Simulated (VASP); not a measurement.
# H (Cmce) in VASP: single point with LDA

Aim: the single point of H with LDA.

Everything below comes from runs of VASP 6.6.1. Logs are shortened: lines on timing, memory, paths and dates and some standing lists are left out, and cuts for length are marked.

## 1. The cell of the first run

The structure is orthorhombic, space group Cmce (No. 64). Conventional cell: a = 5.247 Å, b = 5.134 Å, c = 4.142 Å, α = 90.00°, β = 90.00°, γ = 90.00°. H (site symmetry m) has 1 H at 0.74 Å within 1.0 Å.

## 2. Single point, LDA

INCAR reads:

```
SYSTEM = H
  PREC = Accurate
  ENCUT = 500
  EDIFF = 1E-6
  ISMEAR = 0
  SIGMA = 0.1
  LREAL = .FALSE.
  LASPH = .TRUE.
  NELM = 120
  ALGO = Normal
  ISIF = 2
  LWAVE = .FALSE.
  LCHARG = .FALSE.
  NBANDS = 10
  GGA_COMPAT = .FALSE.
```

KPOINTS reads:

```
regular mesh
0
G
  6 6 4
  0 0 0
```

POSCAR reads:

```
H
1.0
    2.6234813799     -2.5669048168      0.0000000000
    2.6234813799      2.5669048168      0.0000000000
    0.0000000000      0.0000000000      4.1418180000
H
4
Direct
    0.9532956300      0.0467043700      0.0685088900
    0.4532956300      0.5467043700      0.4314911100
    0.5467043700      0.4532956300      0.5685088900
    0.0467043700      0.9532956300      0.9314911100
```

Potentials or basis: VASP PAW LDA potentials, release 64 (H).

Launch:

```console
$ cat potpaw_LDA.64/H/POTCAR > POTCAR
$ mpirun -np 1 vasp_std > vasp.out
```

OUTCAR:

```text
SYSTEM = H
   PREC = Accurate
   ENCUT = 500
   EDIFF = 1E-6
   ISMEAR = 0
   LREAL = .FALSE.
   LASPH = .TRUE.
   NELM = 120
   ISIF = 2

 ion  position               nearest neighbor table
   1  0.953  0.047  0.069-   4 0.74
   2  0.453  0.547  0.431-   3 0.74
   3  0.547  0.453  0.569-   2 0.74
   4  0.047  0.953  0.931-   1 0.74

  LATTYP: Found a base centered orthorhombic cell.
 ALAT       =     5.1338096336
 B/A-ratio  =     1.0220407717
 C/A-ratio  =     0.8067728053

  Lattice vectors:

 A1 = (  -2.6234813799,  -2.5669048168,   0.0000000000)
 A2 = (   2.6234813799,  -2.5669048168,   0.0000000000)
 A3 = (   0.0000000000,   0.0000000000,   4.1418180000)

Analysis of symmetry for initial positions (statically):
=====================================================================
 Subroutine PRICEL returns:
 Original cell was already a primitive cell.

 Routine SETGRP: Setting up the symmetry group for a
 base centered orthorhombic supercell.

 Subroutine GETGRP returns: Found  8 space group operations
 (whereof  4 operations were pure point group operations)
 out of a pool of  8 trial point group operations.

The static configuration has the point symmetry C_2h.
 The point group associated with its full space group is D_2h.

Analysis of symmetry for dynamics (positions and initial velocities):
=====================================================================
 Subroutine PRICEL returns:
 Original cell was already a primitive cell.

 Routine SETGRP: Setting up the symmetry group for a
 base centered orthorhombic supercell.

 Subroutine GETGRP returns: Found  8 space group operations
 (whereof  4 operations were pure point group operations)
 out of a pool of  8 trial point group operations.

The dynamic configuration has the point symmetry C_2h.
 The point group associated with its full space group is D_2h.

 Subroutine INISYM returns: Found  8 space group operations
 (whereof  4 operations are pure point group operations),
 and found     1 'primitive' translations

----------------------------------------------------------------------------------------

                                     Primitive cell

  volume of cell :      55.7839

  direct lattice vectors                    reciprocal lattice vectors
     2.623481380 -2.566904817  0.000000000     0.190586449 -0.194787121  0.000000000
     2.623481380  2.566904817  0.000000000     0.190586449  0.194787121  0.000000000
     0.000000000  0.000000000  4.141818000     0.000000000  0.000000000  0.241439870

  length of vectors
     3.670375306  3.670375306  4.141818000     0.272516453  0.272516453  0.241439870

  position of ions in fractional coordinates (direct lattice)
     0.953295630  0.046704370  0.068508890
     0.453295630  0.546704370  0.431491110
     0.546704370  0.453295630  0.568508890
     0.046704370  0.953295630  0.931491110

  ion indices of the primitive-cell ions
   primitive index   ion index
                 1           1
                 2           2
                 3           3
                 4           4

----------------------------------------------------------------------------------------

 KPOINTS: regular mesh

Automatic generation of k-mesh.
 Grid dimensions read from file:
 generate k-points for:    6    6    4

 Generating k-lattice:

  Cartesian coordinates                     Fractional coordinates (reciprocal lattice)
     0.031764408 -0.032464520  0.000000000     0.166666667  0.000000000  0.000000000
     0.031764408  0.032464520  0.000000000     0.000000000  0.166666667  0.000000000
     0.000000000  0.000000000  0.060359968     0.000000000  0.000000000  0.250000000

  Length of vectors
     0.045419409  0.045419409  0.060359968

  Shift w.r.t. Gamma in fractional coordinates (k-lattice)
     0.000000000  0.000000000  0.000000000

 Subroutine IBZKPT returns following result:
 ===========================================

 Found     39 irreducible k-points:

 Following reciprocal coordinates:
            Coordinates               Weight
  0.000000  0.000000  0.000000      1.000000
  0.166667  0.000000  0.000000      4.000000
  0.333333  0.000000  0.000000      4.000000
  0.500000  0.000000  0.000000      2.000000
  0.166667  0.166667  0.000000      2.000000
  0.333333  0.166667  0.000000      4.000000
[... 16 lines left out ...]
  0.333333  0.333333  0.250000      4.000000
  0.500000  0.333333  0.250000      8.000000
 [... further k-points ...]
   k-points           NKPTS =     39   k-points in BZ     NKDIM =     39   number of bands    NBANDS=     10
   number of dos      NEDOS =    301   number of ions     NIONS =      4
   total plane-waves  NPLWV =  23520
   dimension x,y,z NGX =    28 NGY =   28 NGZ =   30
   dimension x,y,z NGXF=    56 NGYF=   56 NGZF=   60
   ions per type =               4
   NGX,Y,Z   is equivalent  to a cutoff of  12.68, 12.68, 12.04 a.u.
   NGXF,Y,Z  is equivalent  to a cutoff of  25.36, 25.36, 24.08 a.u.
 SYSTEM =  H
   PREC   = accura    normal or accurate (medium, high low for compatibility)
   ISTART =      0    job   : 0-new  1-cont  2-samecut
   ICHARG =      2    charge: 1-file 2-atom 10-const
   ISPIN  =      1    spin polarized calculation?
   LNONCOLLINEAR =      F non collinear calculations
   LSORBIT =      F    spin-orbit coupling
   LASPH  =      T    aspherical Exc in radial PAW
   ENCUT  =  500.0 eV  36.75 Ry    6.06 a.u.   6.69  6.69  7.55*2*pi/ulx,y,z
   NELM   =    120;   NELMIN=  2; NELMDL= -5     # of ELM steps
   EDIFF  = 0.1E-05   stopping-criterion for ELM
   LREAL  =      F    real-space projection
   EDIFFG = 0.1E-04   stopping-criterion for IOM
   NSW    =      0    number of steps for IOM
   IBRION =     -1    ionic relax: 0-MD 1-quasi-New 2-CG
   NFREE  =      0    steps in history (QN), initial steepest desc. (CG)
   ISIF   =      2    stress and relaxation
   ISYM   =      2    0-nonsym 1-usesym 2-fastsym
   POTIM  = 0.5000    time-step for ionic-motion
   TEBEG  =    0.0;   TEEND  =   0.0 temperature during run
   PSTRESS=    0.0 pullay stress
   NELECT =       4.0000    total number of electrons
   NUPDOWN=      -1.0000    fix difference up-down
   EMIN   =  10.00;   EMAX   =-10.00  energy-range for DOS
   EFERMI =   0.00;   METHOD = LEGACY
   ISMEAR =     0;   SIGMA  =   0.10  broadening in eV -4-tet -1-fermi 0-gaus
   EFERMI_NEDOS =   21; number of points for ismear=-14 and -15
   IALGO  =     38    algorithm
   IMIX   =      4    mixing-type and parameters
     AMIX     =   0.40;   BMIX     =  1.00
     AMIX_MAG =   1.60;   BMIX_MAG =  1.00
  volume/ion in A,a.u.               =      13.95        94.11
  Fermi-wavevector in a.u.,A,eV,Ry     =   0.680130  1.285259  6.293739  0.462577
  Thomas-Fermi vector in A             =   1.758530
   LORBIT       =      0    0 simple, 1 ext, 2 COOP (PROOUT), +10 PAW based schemes
   GGA     = CA    functional components
   LHFCALC =     F    Hartree Fock is set to
   AEXX    =    0.0000 exact exchange contribution
   IVDW    =     0    specifies the selected vdW correction
   LEPSILON=     F    determine dielectric tensor
   LRPA    =     F    only Hartree local field effects (RPA)
 non-spin polarized calculation
 Gauss-broadening in eV      SIGMA  =   0.10
  energy-cutoff  :      500.00
  volume of cell :       55.78
 maximum number of plane-waves:      1426
   NGX = 13   NGY = 13   NGZ = 15

 number of electron       4.0000001 magnetization

 Free energy of the ion-electron system (eV)
  ---------------------------------------------------
  ext. energy  EPLUGINS =         0.00000000
  ---------------------------------------------------
  free energy    TOTEN  =       -13.49891785 eV

  energy without entropy =      -13.49891785  energy(sigma->0) =      -13.49891785

 E-fermi :  -7.9806     XC(G=0):  -5.4194

 val. band max:       -8.4492002060   @ k =   0.0000   0.0000   0.0000
 cond. band min:       0.2397607442   @ k =   0.5000   0.0000   0.5000
 fundamental gap:      8.6889609502
 Fermi energy:        -7.9805565068

 k-point     1 :       0.0000    0.0000    0.0000
  band No.  band energies     occupation
      1     -10.3917      2.00000
      2      -8.4492      2.00000
      3       2.4953      0.00000
      4       3.7324      0.00000
      5       4.3132      0.00000
      6       6.2570      0.00000
      7       6.3854      0.00000
      8       7.8436      0.00000
      9      10.2675      0.00000
     10      11.0731      0.00000

 k-point     2 :       0.1667    0.0000    0.0000
  band No.  band energies     occupation
      1     -10.2366      2.00000
      2      -8.5271      2.00000
      3       2.6133      0.00000
      4       3.3814      0.00000
      5       3.5008      0.00000
      6       5.6468      0.00000
      7       7.0517      0.00000
      8       9.1462      0.00000
      9      10.4765      0.00000
     10      10.9360      0.00000

 k-point     3 :       0.3333    0.0000    0.0000
  band No.  band energies     occupation
      1      -9.8162      2.00000
      2      -8.7967      2.00000
      3       2.1777      0.00000
      4       2.2677      0.00000
      5       3.8761      0.00000
      6       5.8731      0.00000
      7       7.7835      0.00000
      8       8.1890      0.00000
      9       9.8397      0.00000
     10      11.5539      0.00000
[... 248 lines left out ...]
 k-point    23 :       0.3333    0.3333    0.2500
  band No.  band energies     occupation
      1      -9.3084      2.00000
      2      -8.8216      2.00000
      3       1.3135      0.00000
      4       2.1563      0.00000
      5       2.3318      0.00000
      6       5.8717      0.00000
      7       5.9776      0.00000
      8       8.8392      0.00000
      9       8.9952      0.00000
     10      11.1545      0.00000

 k-point    24 :       0.5000    0.3333    0.2500
  band No.  band energies     occupation
      1      -9.0563      2.00000
      2      -8.9452      2.00000
      3       1.0350      0.00000
      4       1.8353      0.00000
      5       3.2225      0.00000
      6       4.4296      0.00000
      7       6.6459      0.00000
      8       7.3314      0.00000
      9       9.6888      0.00000
     10      10.4804      0.00000

 [... further k-points ...]

------------------------ aborting loop because EDIFF is reached ----------------------------------------

  FORCE on cell =-STRESS in cart. coord.  units (eV):
  Direction    XX          YY          ZZ          XY          YZ          ZX
  --------------------------------------------------------------------------------------
  -------------------------------------------------------------------------------------
  Total       -0.2591100      0.2717412      0.5293524      0.0000000     -0.0000000      0.0000000
  in kB       -7.4419372      7.8047208     15.2036109      0.0000000     -0.0000000      0.0000000
  external PRESSURE =       5.1887981 kB  Pullay stress =       0.0000000 kB

 VOLUME and BASIS-vectors are now :
 -----------------------------------------------------------------------------
  energy-cutoff  :      500.00
  volume of cell :       55.78
      direct lattice vectors                 reciprocal lattice vectors
     2.623481380 -2.566904817  0.000000000     0.190586449 -0.194787121  0.000000000
     2.623481380  2.566904817  0.000000000     0.190586449  0.194787121  0.000000000
     0.000000000  0.000000000  4.141818000     0.000000000  0.000000000  0.241439870

 POSITION                                       TOTAL-FORCE (eV/Angst)
 -----------------------------------------------------------------------------------
      2.62348     -2.32713      0.28375         0.000000      0.597659      0.707156
      2.62348      0.23977      1.78716         0.000000      0.597659     -0.707156
      2.62348     -0.23977      2.35466         0.000000     -0.597659      0.707156
      2.62348      2.32713      3.85807         0.000000     -0.597659     -0.707156
 -----------------------------------------------------------------------------------
    total drift:                                0.000000     -0.000000      0.000000

  FREE ENERGIE OF THE ION-ELECTRON SYSTEM (eV)
  ---------------------------------------------------
  free  energy   TOTEN  =       -13.4989178507 eV

  energy  without entropy=      -13.4989178507  energy(sigma->0) =      -13.49891785
```

It took 19 s on 1 thread of Intel Xeon 8259CL, shared host; peak memory 0.14 GiB.

What came out:

* Free energy: -13.4989 eV
* Pressure: 0.5 GPa
* Largest force: 0.926 eV/Å
* Band gap on the k mesh: 8.69 eV, indirect (least direct gap 9.35 eV)

Forces in eV/Å, atoms in the order of the input:
```
H    0.000  0.598  0.707
H    0.000  0.598 -0.707
H    0.000 -0.598  0.707
H    0.000 -0.598 -0.707
```

Stress tensor (GPa, compression positive):
```
-0.74  0.00  0.00
 0.00  0.78  0.00
 0.00  0.00  1.52
```

Levels at points of the mesh, in eV from the valence-band top:
| k point | band 1 | band 2 | band 3 | band 4 | band 5 | band 6 |
| --- | --- | --- | --- | --- | --- | --- |
| (0.00, 0.00, 0.00) | -1.94 | 0.00 | 10.94 | 12.18 | 12.76 | 14.71 |
| (0.50, 0.00, 0.00) | -0.82 | -0.82 | 10.30 | 10.30 | 13.48 | 13.48 |
| (0.50, 0.50, 0.00) | -0.63 | -0.45 | 9.04 | 9.79 | 13.88 | 14.83 |
| (0.00, 0.00, 0.50) | -0.98 | -0.98 | 10.02 | 10.02 | 15.21 | 15.21 |
| (0.50, 0.00, 0.50) | -0.66 | -0.66 | 8.69 | 8.69 | 15.33 | 15.33 |
| (0.50, 0.50, 0.50) | -0.43 | -0.43 | 10.54 | 10.54 | 11.96 | 11.96 |

A k mesh can miss the band edges. Expect the measured gap to be larger: semilocal functionals such as LDA lack the derivative discontinuity.
